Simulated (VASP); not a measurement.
# LaCu2 (P6/mmm) in VASP: single point with LDA

Aim: the single point of LaCu2 with LDA.

Program: VASP 6.6.1. These are calculated values, not measurements. Logs are shortened: lines on timing, memory, paths and dates and some standing lists are left out, and cuts for length are marked.

### Step 1. The cell of the first run

Symmetry: P6/mmm, No. 191, hexagonal system. Conventional cell: a = 4.345 Å, b = 4.345 Å, c = 3.819 Å, α = 90.00°, β = 90.00°, γ = 120.00°. Within 4.1 Å of La (site symmetry 6/mmm) lie 12 Cu at 3.15 Å and 2 La at 3.82 Å. Within 3.3 Å of Cu (site symmetry -6m2) lie 3 Cu at 2.51 Å and 6 La at 3.15 Å.

### Step 2. Single point, LDA

INCAR reads:

```
PREC = Accurate ; ENCUT = 520
EDIFF = 1E-7 ; ISMEAR = -1
SIGMA = 0.2 ; LREAL = False
LASPH = True ; NELM = 100
ALGO = Normal ; ISIF = 2
LWAVE = False ; LCHARG = False
NBANDS = 24
```

KPOINTS reads:

```
Automatic mesh
0
Gamma
  4 4 4
```

POSCAR reads:

```
LaCu2
1.0
    4.3450000000      0.0000000000      0.0000000000
   -2.1725000000      3.7628803800      0.0000000000
    0.0000000000      0.0000000000      3.8190000000
La Cu
1 2
Direct
    0.0000000000      0.0000000000      0.0000000000
    0.3333333333      0.6666666667      0.5000000000
    0.6666666667      0.3333333333      0.5000000000
```

Potentials or basis: VASP PAW LDA potentials, release 64 (La, Cu).

Run with:

```
cat potpaw_LDA.64/La/POTCAR potpaw_LDA.64/Cu/POTCAR > POTCAR
mpirun -np 1 vasp_std > vasp.out
```

OUTCAR:

```text
PREC = Accurate
   ENCUT = 520
   EDIFF = 1E-7
   ISMEAR = -1
   LREAL = False
   LASPH = True
   NELM = 100
   ISIF = 2

 ion  position               nearest neighbor table
   1  0.000  0.000  0.000-   2 3.15   3 3.15   2 3.15   3 3.15   3 3.15   3 3.15   2 3.15   2 3.15
                             3 3.15   3 3.15   2 3.15   2 3.15
   2  0.333  0.667  0.500-   3 2.51   3 2.51   3 2.51   1 3.15   1 3.15   1 3.15   1 3.15   1 3.15
                             1 3.15
   3  0.667  0.333  0.500-   2 2.51   2 2.51   2 2.51   1 3.15   1 3.15   1 3.15   1 3.15   1 3.15
                             1 3.15

  LATTYP: Found a hexagonal cell.
 ALAT       =     4.3450000000
 C/A-ratio  =     0.8789413119

  Lattice vectors:

 A1 = (   4.3450000000,   0.0000000000,   0.0000000000)
 A2 = (  -2.1725000000,   3.7628803800,   0.0000000000)
 A3 = (   0.0000000000,   0.0000000000,   3.8190000000)

Analysis of symmetry for initial positions (statically):
=====================================================================
 Subroutine PRICEL returns:
 Original cell was already a primitive cell.

 Routine SETGRP: Setting up the symmetry group for a
 hexagonal supercell.

 Subroutine GETGRP returns: Found 24 space group operations
 (whereof 24 operations were pure point group operations)
 out of a pool of 24 trial point group operations.

The static configuration has the point symmetry D_6h.

Analysis of symmetry for dynamics (positions and initial velocities):
=====================================================================
 Subroutine PRICEL returns:
 Original cell was already a primitive cell.

 Routine SETGRP: Setting up the symmetry group for a
 hexagonal supercell.

 Subroutine GETGRP returns: Found 24 space group operations
 (whereof 24 operations were pure point group operations)
 out of a pool of 24 trial point group operations.

The dynamic configuration has the point symmetry D_6h.

 Subroutine INISYM returns: Found 24 space group operations
 (whereof 24 operations are pure point group operations),
 and found     1 'primitive' translations

----------------------------------------------------------------------------------------

                                     Primitive cell

  volume of cell :      62.4396

  direct lattice vectors                    reciprocal lattice vectors
     4.345000000  0.000000000  0.000000000     0.230149597  0.132876932  0.000000000
    -2.172500000  3.762880380  0.000000000     0.000000000  0.265753864  0.000000000
     0.000000000  0.000000000  3.819000000     0.000000000  0.000000000  0.261848651

  length of vectors
     4.345000000  4.345000000  3.819000000     0.265753864  0.265753864  0.261848651

  position of ions in fractional coordinates (direct lattice)
     0.000000000  0.000000000  0.000000000
     0.333333333  0.666666667  0.500000000
     0.666666667  0.333333333  0.500000000

  ion indices of the primitive-cell ions
   primitive index   ion index
                 1           1
                 2           2
                 3           3

----------------------------------------------------------------------------------------

 KPOINTS: Automatic mesh

Automatic generation of k-mesh.
 Grid dimensions read from file:
 generate k-points for:    4    4    4

 Generating k-lattice:

  Cartesian coordinates                     Fractional coordinates (reciprocal lattice)
     0.057537399  0.033219233  0.000000000     0.250000000 -0.000000000  0.000000000
     0.000000000  0.066438466  0.000000000     0.000000000  0.250000000  0.000000000
     0.000000000  0.000000000  0.065462163     0.000000000  0.000000000  0.250000000

  Length of vectors
     0.066438466  0.066438466  0.065462163

  Shift w.r.t. Gamma in fractional coordinates (k-lattice)
     0.000000000  0.000000000  0.000000000

 Subroutine IBZKPT returns following result:
 ===========================================

 Found     12 irreducible k-points:

 Following reciprocal coordinates:
            Coordinates               Weight
  0.000000  0.000000  0.000000      1.000000
  0.250000  0.000000  0.000000      6.000000
  0.500000  0.000000  0.000000      3.000000
  0.250000  0.250000  0.000000      6.000000
  0.000000  0.000000  0.250000      2.000000
  0.250000  0.000000  0.250000     12.000000
  0.500000  0.000000  0.250000      6.000000
  0.250000  0.250000  0.250000     12.000000
  0.000000  0.000000  0.500000      1.000000
  0.250000  0.000000  0.500000      6.000000
  0.500000  0.000000  0.500000      3.000000
  0.250000  0.250000  0.500000      6.000000
   k-points           NKPTS =     12   k-points in BZ     NKDIM =     12   number of bands    NBANDS=     24
   number of dos      NEDOS =    301   number of ions     NIONS =      3
   total plane-waves  NPLWV =  28672
   dimension x,y,z NGX =    32 NGY =   32 NGZ =   28
   dimension x,y,z NGXF=    64 NGYF=   64 NGZF=   56
   ions per type =               1   2
   NGX,Y,Z   is equivalent  to a cutoff of  12.24, 12.24, 12.19 a.u.
   NGXF,Y,Z  is equivalent  to a cutoff of  24.49, 24.49, 24.38 a.u.
 SYSTEM =  unknown system
   PREC   = accura    normal or accurate (medium, high low for compatibility)
   ISTART =      0    job   : 0-new  1-cont  2-samecut
   ICHARG =      2    charge: 1-file 2-atom 10-const
   ISPIN  =      1    spin polarized calculation?
   LNONCOLLINEAR =      F non collinear calculations
   LSORBIT =      F    spin-orbit coupling
   LASPH  =      T    aspherical Exc in radial PAW
   ENCUT  =  520.0 eV  38.22 Ry    6.18 a.u.   8.08  8.08  7.10*2*pi/ulx,y,z
   NELM   =    100;   NELMIN=  2; NELMDL= -5     # of ELM steps
   EDIFF  = 0.1E-06   stopping-criterion for ELM
   LREAL  =      F    real-space projection
   EDIFFG = 0.1E-05   stopping-criterion for IOM
   NSW    =      0    number of steps for IOM
   IBRION =     -1    ionic relax: 0-MD 1-quasi-New 2-CG
   NFREE  =      0    steps in history (QN), initial steepest desc. (CG)
   ISIF   =      2    stress and relaxation
   ISYM   =      2    0-nonsym 1-usesym 2-fastsym
   POTIM  = 0.5000    time-step for ionic-motion
   TEBEG  =    0.0;   TEEND  =   0.0 temperature during run
   PSTRESS=    0.0 pullay stress
   NELECT =      33.0000    total number of electrons
   NUPDOWN=      -1.0000    fix difference up-down
   EMIN   =  10.00;   EMAX   =-10.00  energy-range for DOS
   EFERMI =   0.00;   METHOD = LEGACY
   ISMEAR =    -1;   SIGMA  =   0.20  broadening in eV -4-tet -1-fermi 0-gaus
   EFERMI_NEDOS =   21; number of points for ismear=-14 and -15
   IALGO  =     38    algorithm
   IMIX   =      4    mixing-type and parameters
     AMIX     =   0.40;   BMIX     =  1.00
     AMIX_MAG =   1.60;   BMIX_MAG =  1.00
  volume/ion in A,a.u.               =      20.81       140.45
  Fermi-wavevector in a.u.,A,eV,Ry     =   1.323608  2.501257 23.836581  1.751939
  Thomas-Fermi vector in A             =   2.453204
   LORBIT       =      0    0 simple, 1 ext, 2 COOP (PROOUT), +10 PAW based schemes
   GGA     = CA    functional components
   LHFCALC =     F    Hartree Fock is set to
   AEXX    =    0.0000 exact exchange contribution
   IVDW    =     0    specifies the selected vdW correction
   LEPSILON=     F    determine dielectric tensor
   LRPA    =     F    only Hartree local field effects (RPA)
 non-spin polarized calculation
  energy-cutoff  :      520.00
  volume of cell :       62.44
 maximum number of plane-waves:      1700
   NGX = 17   NGY = 17   NGZ = 15

 number of electron      32.9999971 magnetization

 Free energy of the ion-electron system (eV)
  ---------------------------------------------------
  ext. energy  EPLUGINS =         0.00000000
  ---------------------------------------------------
  free energy    TOTEN  =       -15.48414439 eV

  energy without entropy =      -15.20857951  energy(sigma->0) =      -15.34636195

 E-fermi :   7.2493     XC(G=0): -10.9663

 val. band max:        7.2090380935   @ k =   0.0000   0.0000   0.2500
 cond. band min:       7.3311790174   @ k =   0.2500   0.0000   0.5000
 fundamental gap:      0.1221409239
 Fermi energy:         7.2493149417

 k-point     1 :       0.0000    0.0000    0.0000
  band No.  band energies     occupation
      1     -25.2604      2.00000
      2      -8.9039      2.00000
      3      -8.9039      2.00000
      4      -8.7471      2.00000
      5       0.8944      2.00000
      6       3.3659      2.00000
[... 16 lines left out ...]
     23       9.3472      0.00006
     24       9.3472      0.00006

 k-point     2 :       0.2500    0.0000    0.0000
  band No.  band energies     occupation
      1     -25.2478      2.00000
      2      -9.0999      2.00000
      3      -8.9432      2.00000
      4      -8.7314      2.00000
      5       1.7768      2.00000
      6       3.5181      2.00000
[... 16 lines left out ...]
     23       9.2672      0.00008
     24       9.3556      0.00005

 k-point     3 :       0.5000    0.0000    0.0000
  band No.  band energies     occupation
      1     -25.2351      2.00000
      2      -9.2827      2.00000
      3      -8.9819      2.00000
      4      -8.7156      2.00000
      5       3.0713      2.00000
      6       3.4248      2.00000
[... 16 lines left out ...]
     23       9.3066      0.00007
     24       9.3643      0.00005
[... 190 lines left out ...]
 k-point    11 :       0.5000    0.0000    0.5000
  band No.  band energies     occupation
      1     -25.1798      2.00000
      2      -9.4056      2.00000
      3      -9.1388      2.00000
      4      -8.9034      2.00000
      5       2.5559      2.00000
      6       3.4947      2.00000
[... 16 lines left out ...]
     23       9.3434      0.00006
     24       9.4879      0.00003

 k-point    12 :       0.2500    0.2500    0.5000
  band No.  band energies     occupation
      1     -25.1798      2.00000
      2      -9.4060      2.00000
      3      -9.0815      2.00000
      4      -8.9642      2.00000
      5       2.7287      2.00000
      6       3.6190      2.00000
[... 16 lines left out ...]
     23       9.3557      0.00005
     24       9.3816      0.00005

------------------------ aborting loop because EDIFF is reached ----------------------------------------

  FORCE on cell =-STRESS in cart. coord.  units (eV):
  Direction    XX          YY          ZZ          XY          YZ          ZX
  --------------------------------------------------------------------------------------
  -------------------------------------------------------------------------------------
  Total       -2.4363076     -2.4363076     -1.6035802     -0.0000000      0.0000000     -0.0000000
  in kB      -62.5147995    -62.5147995    -41.1473080     -0.0000000      0.0000000     -0.0000000
  external PRESSURE =     -55.3923023 kB  Pullay stress =       0.0000000 kB

 VOLUME and BASIS-vectors are now :
 -----------------------------------------------------------------------------
  energy-cutoff  :      520.00
  volume of cell :       62.44
      direct lattice vectors                 reciprocal lattice vectors
     4.345000000  0.000000000  0.000000000     0.230149597  0.132876932  0.000000000
    -2.172500000  3.762880380  0.000000000     0.000000000  0.265753864  0.000000000
     0.000000000  0.000000000  3.819000000     0.000000000  0.000000000  0.261848651

 POSITION                                       TOTAL-FORCE (eV/Angst)
 -----------------------------------------------------------------------------------
      0.00000      0.00000      0.00000        -0.000000      0.000000     -0.000000
     -0.00000      2.50859      1.90950         0.000000      0.000000      0.000000
      2.17250      1.25429      1.90950         0.000000     -0.000000     -0.000000
 -----------------------------------------------------------------------------------
    total drift:                                0.000000      0.000000     -0.000000

  FREE ENERGIE OF THE ION-ELECTRON SYSTEM (eV)
  ---------------------------------------------------
  free  energy   TOTEN  =       -15.4841443852 eV

  energy  without entropy=      -15.2085795118  energy(sigma->0) =      -15.34636195
```

Run time: 50 s. Hardware: 1 thread of Intel Xeon 8259CL, shared host; peak memory 0.17 GiB.

What came out:

* Free energy: -15.4841 eV
* Pressure: -5.5 GPa

Levels at points of the mesh, in eV from the Fermi level:
```csv
k point,band 14,band 15,band 16,band 17,band 18,band 19
"(0.00, 0.00, 0.00)",-2.72,-2.72,0.22,0.22,0.52,1.54
"(0.50, 0.00, 0.00)",-2.53,-2.42,-1.72,0.58,1.10,1.61
"(0.00, 0.00, 0.50)",-2.56,-2.54,-2.52,1.46,1.46,1.55
"(0.50, 0.00, 0.50)",-2.39,-2.05,-0.89,-0.65,-0.55,1.08
```

Caveat: the k points lie up to 0.42 Å⁻¹ apart; spin-orbit coupling is left out, which moves the levels of the heavy elements.
